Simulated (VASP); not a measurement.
# PbSe (I4/mmm) in VASP: a series of runs, part 2 of 2

VASP 6.6.1.

### Step 3. Single point, LDA

This run uses another cell than the first one, of the same volume but with other edges.

Input file INCAR:

```
PREC = Accurate
ENCUT = 520
EDIFF = 1E-6
ISMEAR = 0
SIGMA = 0.03
LREAL = F
LASPH = T
NELM = 60
ALGO = Normal
ISIF = 2
LWAVE = F
LCHARG = T
GGA = CA
LELF = T
LVHAR = T
NBANDS = 17
```

Input file KPOINTS:

```
regular mesh
0
Gamma
  10 10 10
```

Input file POSCAR:

```
PbSe
1.0
    0.0000000000      2.8815934758      3.4579121710
    2.8815934758      0.0000000000      3.4579121710
    2.8815934758      2.8815934758      0.0000000000
Pb Se
1 1
Direct
    0.0000000000      0.0000000000      0.0000000000
    0.5000000000      0.5000000000      0.5000000000
```

Potentials or basis: VASP PAW LDA potentials, release 64 (Pb_d, Se).

Started as:

```sh
$ cat potpaw_LDA.64/Pb_d/POTCAR potpaw_LDA.64/Se/POTCAR > POTCAR
$ mpirun -np 1 vasp_std > vasp.out
```

OUTCAR:

```text
PREC = Accurate
   ENCUT = 520
   EDIFF = 1E-6
   ISMEAR = 0
   LREAL = F
   LASPH = T
   NELM = 60
   ISIF = 2
   GGA = CA

 ion  position               nearest neighbor table
   1  0.000  0.000  0.000-   2 2.88   2 2.88   2 2.88   2 2.88   2 3.46   2 3.46
   2  0.500  0.500  0.500-   1 2.88   1 2.88   1 2.88   1 2.88   1 3.46   1 3.46

  LATTYP: Found a body centered tetragonal cell.
 ALAT       =     4.0751885747
 C/A-ratio  =     1.6970562749

  Lattice vectors:

 A1 = (  -2.8815934758,   0.0000000000,   3.4579121710)
 A2 = (   2.8815934758,   0.0000000000,   3.4579121710)
 A3 = (   0.0000000000,   2.8815934758,  -3.4579121710)

Analysis of symmetry for initial positions (statically):
=====================================================================
 Subroutine PRICEL returns:
 Original cell was already a primitive cell.

 Routine SETGRP: Setting up the symmetry group for a
 body centered tetragonal supercell.

 Subroutine GETGRP returns: Found 16 space group operations
 (whereof 16 operations were pure point group operations)
[... 162 lines left out ...]

  energy without entropy =       -9.07671876  energy(sigma->0) =       -9.07672388

 E-fermi :   5.3325     XC(G=0):  -9.7906

 val. band max:        5.2777400587   @ k =  -0.4000   0.1000   0.0000
 cond. band min:       5.3944025743   @ k =   0.4000  -0.0000   0.0000
 fundamental gap:      0.1166625156
 Fermi energy:         5.3325156485

 k-point     1 :       0.0000    0.0000    0.0000
  band No.  band energies     occupation
      1     -11.9692      2.00000
      2     -11.8702      2.00000
      3     -11.8702      2.00000
      4     -11.8450      2.00000
      5     -11.8269      2.00000
      6      -8.8429      2.00000
[... 457 lines left out ...]
      4     -11.8472      2.00000
      5     -11.8258      2.00000
      6      -8.1584      2.00000
[... 9 lines left out ...]
     16      15.4497      0.00000
     17      16.9063      0.00000

 [... further k-points ...]

------------------------ aborting loop because EDIFF is reached ----------------------------------------

  FORCE on cell =-STRESS in cart. coord.  units (eV):
  Direction    XX          YY          ZZ          XY          YZ          ZX
  --------------------------------------------------------------------------------------
  -------------------------------------------------------------------------------------
  Total        2.6026086      2.6026086     -2.8414321      0.0000000      0.0000000      0.0000000
  in kB       72.6122789     72.6122789    -79.2754079      0.0000000      0.0000000      0.0000000
  external PRESSURE =      21.9830500 kB  Pullay stress =       0.0000000 kB

 VOLUME and BASIS-vectors are now :
 -----------------------------------------------------------------------------
  energy-cutoff  :      520.00
  volume of cell :       57.43
      direct lattice vectors                 reciprocal lattice vectors
     0.000000000  2.881593476  3.457912171    -0.173515107  0.173515107  0.144595922
     2.881593476  0.000000000  3.457912171     0.173515107 -0.173515107  0.144595922
     2.881593476  2.881593476  0.000000000     0.173515107  0.173515107 -0.144595922

 POSITION                                       TOTAL-FORCE (eV/Angst)
 -----------------------------------------------------------------------------------
      0.00000      0.00000      0.00000        -0.000000     -0.000000     -0.000000
      2.88159      2.88159      3.45791         0.000000      0.000000      0.000000
 -----------------------------------------------------------------------------------
    total drift:                               -0.000000      0.000000      0.000000

  FREE ENERGIE OF THE ION-ELECTRON SYSTEM (eV)
  ---------------------------------------------------
  free  energy   TOTEN  =        -9.0767289945 eV

  energy  without entropy=       -9.0767187571  energy(sigma->0) =       -9.07672388
```

OSZICAR:

```text
N       E                     dE             d eps       ncg     rms          rms(c)
DAV:   1     0.156956830741E+03    0.15696E+03   -0.94754E+03  3484   0.119E+03
DAV:   2     0.255489087988E+01   -0.15440E+03   -0.14914E+03  3667   0.305E+02
DAV:   3    -0.912050927099E+01   -0.11675E+02   -0.11558E+02  4544   0.899E+01
DAV:   4    -0.939867109559E+01   -0.27816E+00   -0.27784E+00  4271   0.155E+01
DAV:   5    -0.940808271479E+01   -0.94116E-02   -0.94112E-02  4855   0.279E+00    0.321E+00
DAV:   6    -0.909586682941E+01    0.31222E+00   -0.75481E-01  5358   0.637E+00    0.187E+00
DAV:   7    -0.907950001348E+01    0.16367E-01   -0.11636E-01  4152   0.184E+00    0.940E-01
DAV:   8    -0.907696650443E+01    0.25335E-02   -0.12056E-02  4529   0.112E+00    0.782E-02
DAV:   9    -0.907672295489E+01    0.24355E-03   -0.20159E-03  5174   0.405E-01    0.430E-02
DAV:  10    -0.907673002026E+01   -0.70654E-05   -0.13459E-04  3910   0.756E-02    0.162E-02
DAV:  11    -0.907672904176E+01    0.97850E-06   -0.20066E-05  4699   0.384E-02    0.837E-03
DAV:  12    -0.907672899452E+01    0.47238E-07   -0.10458E-06  2263   0.132E-02
   1 F= -.90767290E+01 E0= -.90767239E+01  d E =-.102374E-04
```

Wall time 43 s (1 thread of Intel Xeon 6975P-C (Granite Rapids), shared host); peak memory 0.23 GiB.

Results:

```yaml
Free_energy: -9.0767 eV
Pressure: 2.2 GPa
Band_gap_on_the_k_mesh: 0.12 eV (least direct gap 0.30 eV)
```

Stress tensor (GPa, compression positive):
```
 7.26  0.00  0.00
 0.00  7.26  0.00
 0.00  0.00 -7.93
```

Caveat: spin-orbit coupling is left out, which moves the levels of the heavy elements. A k mesh can miss the band edges.

### Step 4. Single point, LDA

This run uses another cell than the first one, of the same volume but with other edges.

Input file INCAR:

```
  ALGO = Normal
  EDIFF = 1E-6
  ENCUT = 520
  GGA = CA
  ISIF = 2
  ISMEAR = 0
  LASPH = True
  LCHARG = False
  LREAL = False
  LWAVE = False
  NBANDS = 17
  NELM = 100
  PREC = Accurate
  SIGMA = 0.03
```

Input file KPOINTS:

```
k-points
0
Gamma
  10 10 10
```

Input file POSCAR:

```
PbSe
1.0
    0.0000000000      3.3265566725      2.5947142045
    3.3265566725      0.0000000000      2.5947142045
    3.3265566725      3.3265566725      0.0000000000
Pb Se
1 1
Direct
    0.0000000000      0.0000000000      0.0000000000
    0.5000000000      0.5000000000      0.5000000000
```

Started as:

```sh
$ cat potpaw_LDA.64/Pb_d/POTCAR potpaw_LDA.64/Se/POTCAR > POTCAR
$ mpirun -np 1 vasp_std > vasp.out
```

Wall time 35 s (1 thread of Intel Xeon 6975P-C (Granite Rapids), shared host); peak memory 0.23 GiB.

Results (log left out):

```
Free energy            : -8.3717 eV
Pressure               : 6.1 GPa
Band gap on the k mesh : zero (bands 10 and 11 overlap by 0.61 eV)
```

Stress tensor (GPa, compression positive):
```
-5.53  0.00  0.00
 0.00 -5.53  0.00
 0.00  0.00 29.48
```

Levels at points of the mesh, in eV from the Fermi level:
| k point | band 6 | band 7 | band 8 | band 9 | band 10 | band 11 | band 12 | band 13 | band 14 | band 15 |
| --- | --- | --- | --- | --- | --- | --- | --- | --- | --- | --- |
| (0.00, 0.00, 0.00) | -14.62 | -6.67 | -4.59 | -2.15 | -2.15 | 2.33 | 2.33 | 5.13 | 5.60 | 5.60 |
| (0.50, 0.00, 0.00) | -13.74 | -10.06 | -2.57 | -2.53 | -0.86 | 0.15 | 0.64 | 2.43 | 7.29 | 7.96 |
| (0.50, 0.50, 0.00) | -12.85 | -8.13 | -6.38 | -4.58 | -4.58 | 2.26 | 4.24 | 4.24 | 6.74 | 10.38 |
| (0.50, 0.00, 0.50) | -13.57 | -7.42 | -5.84 | -5.41 | -2.65 | 2.50 | 3.51 | 4.34 | 7.76 | 8.35 |

Caveat: the cell stands under pressure; semilocal functionals underestimate gaps, so a narrow gap can read as zero; spin-orbit coupling is left out, which moves the levels of the heavy elements.

### Step 5. Summary

| cell | gap on the mesh (eV) | pressure (GPa) |
| --- | --- | --- |
| a = 4.243, b = 4.243, c = 4.572 Å, angles 57.4, 57.4, 65.2°, 2 atoms | 0.12 | 2.1 |
| a = 4.501, b = 4.501, c = 4.075 Å, angles 63.1, 63.1, 53.8°, 2 atoms | 0.12 | 2.2 |
| a = 4.219, b = 4.219, c = 4.704 Å, angles 56.1, 56.1, 67.8°, 2 atoms | none | 6.1 |

Alike in all rows: task single point; level LDA; potentials or basis VASP PAW LDA potentials, release 64 (Pb_d, Se); no spin polarisation; k mesh 10 × 10 × 10; cutoff (eV) 520; smearing gaussian 0.03 eV.

Caveats: spin-orbit coupling is left out, which moves the levels of the heavy elements; the cell stands under pressure (at least some runs); semilocal functionals underestimate gaps, so a narrow gap can read as zero (at least some runs).

Total energies depend on the potentials used, so only differences within one code and one set of settings carry meaning.
